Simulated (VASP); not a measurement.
# SnTe (I4mm) in VASP: single point with PBE

Aim: the single point of SnTe with PBE.

Program: VASP 6.6.1. These are calculated values, not measurements. Logs are shortened: lines on timing, memory, paths and dates and some standing lists are left out, and cuts for length are marked.

## (1) The cell of the first run

The structure is tetragonal, space group I4mm (No. 107). The conventional cell has a = 4.464 Å, b = 4.464 Å, c = 6.313 Å, α = 90.00°, β = 90.00°, γ = 90.00°. Sn (site symmetry 4mm) has 6 Te at 2.96 to 3.36 Å within 3.9 Å. Te (site symmetry 4mm) has 6 Sn at 2.96 to 3.36 Å within 3.9 Å.

## (2) Single point, PBE (atom 1 (Sn) moved by (-0.200, +0.000) A along x and z)

INCAR reads:

```
SYSTEM = SnTe
  PREC = Accurate
  ENCUT = 520
  EDIFF = 1E-6
  ISMEAR = 0
  SIGMA = 0.03
  LREAL = .FALSE.
  LASPH = .TRUE.
  NELM = 80
  ALGO = Normal
  ISIF = 2
  LWAVE = .FALSE.
  LCHARG = .TRUE.
  GGA = PE
  LELF = .TRUE.
  LVHAR = .TRUE.
  NBANDS = 17
```

KPOINTS reads:

```
regular mesh
0
G
  10 10 10
  0 0 0
```

POSCAR reads:

```
SnTe
1.0
    0.0000000000      3.1565000000      3.1565000000
    3.1565000000      0.0000000000      3.1565000000
    3.1565000000      3.1565000000      0.0000000000
Sn Te
1 1
Direct
    0.0316806590     -0.0316806590     -0.0316806590
    0.5000000000      0.5000000000      0.5000000000
```

Potentials or basis: VASP PAW PBE potentials, release 64 (Sn_d, Te).

Started as:

```sh
cat potpaw_PBE.64/Sn_d/POTCAR potpaw_PBE.64/Te/POTCAR > POTCAR
mpirun -np 1 vasp_std > vasp.out
```

OUTCAR:

```text
SYSTEM = SnTe
   PREC = Accurate
   ENCUT = 520
   EDIFF = 1E-6
   ISMEAR = 0
   LREAL = .FALSE.
   LASPH = .TRUE.
   NELM = 80
   ISIF = 2
   GGA = PE

 ion  position               nearest neighbor table
   1  0.032  0.968  0.968-   2 2.96   2 3.16   2 3.16   2 3.16   2 3.16   2 3.36
   2  0.500  0.500  0.500-   1 2.96   1 3.16   1 3.16   1 3.16   1 3.16   1 3.36

  LATTYP: Found a face centered cubic cell.
 ALAT       =     6.3130000000

  Lattice vectors:

 A1 = (   0.0000000000,   3.1565000000,   3.1565000000)
 A2 = (   3.1565000000,   0.0000000000,   3.1565000000)
 A3 = (   3.1565000000,   3.1565000000,   0.0000000000)

Analysis of symmetry for initial positions (statically):
=====================================================================
 Subroutine PRICEL returns:
 Original cell was already a primitive cell.

 Routine SETGRP: Setting up the symmetry group for a
 face centered cubic supercell.

 Subroutine GETGRP returns: Found  8 space group operations
 (whereof  8 operations were pure point group operations)
 out of a pool of 48 trial point group operations.

The static configuration has the point symmetry C_4v.

Analysis of symmetry for dynamics (positions and initial velocities):
=====================================================================
 Subroutine PRICEL returns:
 Original cell was already a primitive cell.

 Routine SETGRP: Setting up the symmetry group for a
 face centered cubic supercell.

 Subroutine GETGRP returns: Found  8 space group operations
 (whereof  8 operations were pure point group operations)
 out of a pool of 48 trial point group operations.

The dynamic configuration has the point symmetry C_4v.

 Subroutine INISYM returns: Found  8 space group operations
 (whereof  8 operations are pure point group operations),
 and found     1 'primitive' translations

----------------------------------------------------------------------------------------

                                     Primitive cell

  volume of cell :      62.8995

  direct lattice vectors                    reciprocal lattice vectors
     0.000000000  3.156500000  3.156500000    -0.158403295  0.158403295  0.158403295
     3.156500000  0.000000000  3.156500000     0.158403295 -0.158403295  0.158403295
     3.156500000  3.156500000  0.000000000     0.158403295  0.158403295 -0.158403295

  length of vectors
     4.463965110  4.463965110  4.463965110     0.274362555  0.274362555  0.274362555

  position of ions in fractional coordinates (direct lattice)
     0.031680659  0.968319341  0.968319341
     0.500000000  0.500000000  0.500000000

  ion indices of the primitive-cell ions
   primitive index   ion index
                 1           1
                 2           2

----------------------------------------------------------------------------------------

 KPOINTS: regular mesh

Automatic generation of k-mesh.
 Grid dimensions read from file:
 generate k-points for:   10   10   10

 Generating k-lattice:

  Cartesian coordinates                     Fractional coordinates (reciprocal lattice)
    -0.015840329  0.015840329  0.015840329     0.100000000  0.000000000  0.000000000
     0.015840329 -0.015840329  0.015840329     0.000000000  0.100000000  0.000000000
     0.015840329  0.015840329 -0.015840329     0.000000000  0.000000000  0.100000000

  Length of vectors
     0.027436255  0.027436255  0.027436255

  Shift w.r.t. Gamma in fractional coordinates (k-lattice)
     0.000000000  0.000000000  0.000000000

 Subroutine IBZKPT returns following result:
 ===========================================

 Found    102 irreducible k-points:

 Following reciprocal coordinates:
            Coordinates               Weight
  0.000000  0.000000  0.000000      1.000000
  0.100000  0.000000  0.000000      8.000000
  0.200000  0.000000  0.000000      8.000000
  0.300000  0.000000  0.000000      8.000000
  0.400000  0.000000  0.000000      8.000000
  0.500000  0.000000  0.000000      4.000000
[... 16 lines left out ...]
 -0.100000  0.100000  0.000000      8.000000
  0.000000 -0.100000  0.100000      4.000000
 [... further k-points ...]
   k-points           NKPTS =    102   k-points in BZ     NKDIM =    102   number of bands    NBANDS=     17
   number of dos      NEDOS =    301   number of ions     NIONS =      2
   total plane-waves  NPLWV =  46656
   dimension x,y,z NGX =    36 NGY =   36 NGZ =   36
   dimension x,y,z NGXF=    72 NGYF=   72 NGZF=   72
   ions per type =               1   1
   NGX,Y,Z   is equivalent  to a cutoff of  13.41, 13.41, 13.41 a.u.
   NGXF,Y,Z  is equivalent  to a cutoff of  26.81, 26.81, 26.81 a.u.
 SYSTEM =  SnTe
   PREC   = accura    normal or accurate (medium, high low for compatibility)
   ISTART =      0    job   : 0-new  1-cont  2-samecut
   ICHARG =      2    charge: 1-file 2-atom 10-const
   ISPIN  =      1    spin polarized calculation?
   LNONCOLLINEAR =      F non collinear calculations
   LSORBIT =      F    spin-orbit coupling
   LASPH  =      T    aspherical Exc in radial PAW
   ENCUT  =  520.0 eV  38.22 Ry    6.18 a.u.   8.30  8.30  8.30*2*pi/ulx,y,z
   NELM   =     80;   NELMIN=  2; NELMDL= -5     # of ELM steps
   EDIFF  = 0.1E-05   stopping-criterion for ELM
   LREAL  =      F    real-space projection
   EDIFFG = 0.1E-04   stopping-criterion for IOM
   NSW    =      0    number of steps for IOM
   IBRION =     -1    ionic relax: 0-MD 1-quasi-New 2-CG
   NFREE  =      0    steps in history (QN), initial steepest desc. (CG)
   ISIF   =      2    stress and relaxation
   ISYM   =      2    0-nonsym 1-usesym 2-fastsym
   POTIM  = 0.5000    time-step for ionic-motion
   TEBEG  =    0.0;   TEEND  =   0.0 temperature during run
   PSTRESS=    0.0 pullay stress
   NELECT =      20.0000    total number of electrons
   NUPDOWN=      -1.0000    fix difference up-down
   EMIN   =  10.00;   EMAX   =-10.00  energy-range for DOS
   EFERMI =   0.00;   METHOD = LEGACY
   ISMEAR =     0;   SIGMA  =   0.03  broadening in eV -4-tet -1-fermi 0-gaus
   EFERMI_NEDOS =   21; number of points for ismear=-14 and -15
   IALGO  =     38    algorithm
   IMIX   =      4    mixing-type and parameters
     AMIX     =   0.40;   BMIX     =  1.00
     AMIX_MAG =   1.60;   BMIX_MAG =  1.00
  volume/ion in A,a.u.               =      31.45       212.23
  Fermi-wavevector in a.u.,A,eV,Ry     =   1.117384  2.111549 16.987507  1.248547
  Thomas-Fermi vector in A             =   2.254006
   LORBIT       =      0    0 simple, 1 ext, 2 COOP (PROOUT), +10 PAW based schemes
   GGA     = PE    functional components
   LHFCALC =     F    Hartree Fock is set to
   AEXX    =    0.0000 exact exchange contribution
   IVDW    =     0    specifies the selected vdW correction
   LEPSILON=     F    determine dielectric tensor
   LRPA    =     F    only Hartree local field effects (RPA)
 non-spin polarized calculation
 Gauss-broadening in eV      SIGMA  =   0.03
  energy-cutoff  :      520.00
  volume of cell :       62.90
 maximum number of plane-waves:      1717
 NGX is ok and might be reduce to    36
   NGX = 17   NGY = 17   NGZ = 17

 number of electron      20.0000000 magnetization

 Free energy of the ion-electron system (eV)
  ---------------------------------------------------
  ext. energy  EPLUGINS =         0.00000000
  ---------------------------------------------------
  free energy    TOTEN  =        -7.53476654 eV

  energy without entropy =       -7.53476654  energy(sigma->0) =       -7.53476654

 E-fermi :   6.9132     XC(G=0):  -9.4612

 val. band max:        6.6829034485   @ k =   0.5000   0.0000   0.0000
 cond. band min:       7.2159543710   @ k =   0.5000   0.0000   0.0000
 fundamental gap:      0.5330509224
 Fermi energy:         6.9131705680

 k-point     1 :       0.0000    0.0000    0.0000
  band No.  band energies     occupation
      1     -14.9766      2.00000
      2     -14.9715      2.00000
      3     -14.9714      2.00000
      4     -14.9640      2.00000
      5     -14.9640      2.00000
      6      -5.9161      2.00000
[... 9 lines left out ...]
     16      11.8984      0.00000
     17      13.7041      0.00000

 k-point     2 :       0.1000    0.0000    0.0000
  band No.  band energies     occupation
      1     -14.9769      2.00000
      2     -14.9720      2.00000
      3     -14.9709      2.00000
      4     -14.9637      2.00000
      5     -14.9635      2.00000
      6      -5.8326      2.00000
[... 9 lines left out ...]
     16      11.9799      0.00000
     17      14.3708      0.00000

 k-point     3 :       0.2000    0.0000    0.0000
  band No.  band energies     occupation
      1     -14.9780      2.00000
      2     -14.9735      2.00000
      3     -14.9696      2.00000
      4     -14.9628      2.00000
      5     -14.9620      2.00000
      6      -5.5915      2.00000
[... 9 lines left out ...]
     16      12.4589      0.00000
     17      15.8030      0.00000

 k-point     4 :       0.3000    0.0000    0.0000
  band No.  band energies     occupation
      1     -14.9794      2.00000
      2     -14.9754      2.00000
      3     -14.9683      2.00000
      4     -14.9614      2.00000
      5     -14.9599      2.00000
      6      -5.2300      2.00000
[... 9 lines left out ...]
     16      13.3424      0.00000
     17      17.5958      0.00000
[... 343 lines left out ...]
      1     -14.9794      2.00000
      2     -14.9740      2.00000
      3     -14.9673      2.00000
      4     -14.9629      2.00000
      5     -14.9614      2.00000
      6      -5.4156      2.00000
[... 9 lines left out ...]
     16      13.7776      0.00000
     17      15.1612      0.00000

 k-point    23 :      -0.1000    0.1000    0.0000
  band No.  band energies     occupation
      1     -14.9773      2.00000
      2     -14.9728      2.00000
      3     -14.9709      2.00000
      4     -14.9634      2.00000
      5     -14.9621      2.00000
      6      -5.6961      2.00000
[... 9 lines left out ...]
     16      12.6830      0.00000
     17      14.2619      0.00000

 k-point    24 :       0.0000   -0.1000    0.1000
  band No.  band energies     occupation
      1     -14.9781      2.00000
      2     -14.9725      2.00000
      3     -14.9691      2.00000
      4     -14.9638      2.00000
      5     -14.9629      2.00000
      6      -5.6974      2.00000
[... 9 lines left out ...]
     16      12.7215      0.00000
     17      14.2956      0.00000

 [... further k-points ...]

------------------------ aborting loop because EDIFF is reached ----------------------------------------

  FORCE on cell =-STRESS in cart. coord.  units (eV):
  Direction    XX          YY          ZZ          XY          YZ          ZX
  --------------------------------------------------------------------------------------
  -------------------------------------------------------------------------------------
  Total        1.3350279      0.8226772      0.8226772      0.0000000      0.0000000      0.0000000
  in kB       34.0058429     20.9552426     20.9552426      0.0000000      0.0000000      0.0000000
  external PRESSURE =      25.3054427 kB  Pullay stress =       0.0000000 kB

 VOLUME and BASIS-vectors are now :
 -----------------------------------------------------------------------------
  energy-cutoff  :      520.00
  volume of cell :       62.90
      direct lattice vectors                 reciprocal lattice vectors
     0.000000000  3.156500000  3.156500000    -0.158403295  0.158403295  0.158403295
     3.156500000  0.000000000  3.156500000     0.158403295 -0.158403295  0.158403295
     3.156500000  3.156500000  0.000000000     0.158403295  0.158403295 -0.158403295

 POSITION                                       TOTAL-FORCE (eV/Angst)
 -----------------------------------------------------------------------------------
      6.11300      3.15650      3.15650         0.204056      0.000000      0.000000
      3.15650      3.15650      3.15650        -0.204056      0.000000      0.000000
 -----------------------------------------------------------------------------------
    total drift:                               -0.000221     -0.000000     -0.000000

  FREE ENERGIE OF THE ION-ELECTRON SYSTEM (eV)
  ---------------------------------------------------
  free  energy   TOTEN  =        -7.5347665356 eV

  energy  without entropy=       -7.5347665356  energy(sigma->0) =       -7.53476654
```

Run time: 1.8 min. Hardware: 1 thread of Intel Xeon 8259CL, shared host; peak memory 0.28 GiB.

Results:

```
Free energy            : -7.5348 eV
Pressure               : 2.5 GPa
Largest force          : 0.204 eV/Å
Band gap on the k mesh : 0.53 eV
```

Forces in eV/Å, atoms in the order of the input:
```
Sn   0.204  0.000  0.000
Te  -0.204  0.000  0.000
```

Caveat: the cell differs from its parent crystal (atom 1 (Sn) moved by (-0.200, +0.000) A along x and z); spin-orbit coupling is left out, which moves the levels of the heavy elements. A k mesh can miss the band edges.
